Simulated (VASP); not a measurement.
Set up this calculation in VASP 6.6.1, as the native input.

```
Task                   : single point
Functional             : LDA
Potentials or basis    : VASP PAW LDA potentials, release 64 (Nb_sv, Tc_pv)
Cutoff                 : 520 eV
k mesh                 : 11 × 11 × 7
Occupations            : gaussian, width 0.1 eV
Spin                   : no spin polarisation
Dipole correction      : no
Further INCAR settings : ALGO = Normal; EDIFF = 1e-07; NBANDS = 20
```

The structure of NbTc lies in POSCAR:

```
NbTc
1.0
    1.5613836159     -2.2499716464      0.0000000000
    1.5613836159      2.2499716464      0.0000000000
    0.0000000000      0.0000000000      4.3396007723
Nb Tc
1 1
Direct
    0.0000000000      0.0000000000      0.0000000000
    0.5000000000      0.5000000000      0.5000000000
```

The input as run:

INCAR

```
  PREC = Accurate
  ENCUT = 520
  EDIFF = 1E-7
  ISMEAR = 0
  SIGMA = 0.1
  LREAL = False
  LASPH = True
  NELM = 100
  ALGO = Normal
  ISIF = 2
  LWAVE = False
  LCHARG = True
  GGA = CA
  LELF = True
  LVHAR = True
  NBANDS = 20
```

KPOINTS

```
Automatic mesh
0
Gamma
  11 11 7
```

Potentials or basis: VASP PAW LDA potentials, release 64 (Nb_sv, Tc_pv).

Command:

```sh
$ cat potpaw_LDA.64/Nb_sv/POTCAR potpaw_LDA.64/Tc_pv/POTCAR > POTCAR
$ mpirun -np 1 vasp_std > vasp.out
```

Results of the run:

```yaml
Pressure: 2.0 GPa
Band_gap_on_the_k_mesh: zero (bands 13 and 14 overlap by 2.80 eV)
```

Run time: 68 s on 1 thread of Oxide Virtual Turin-like Processor (shared host), peak memory 0.16 GiB.
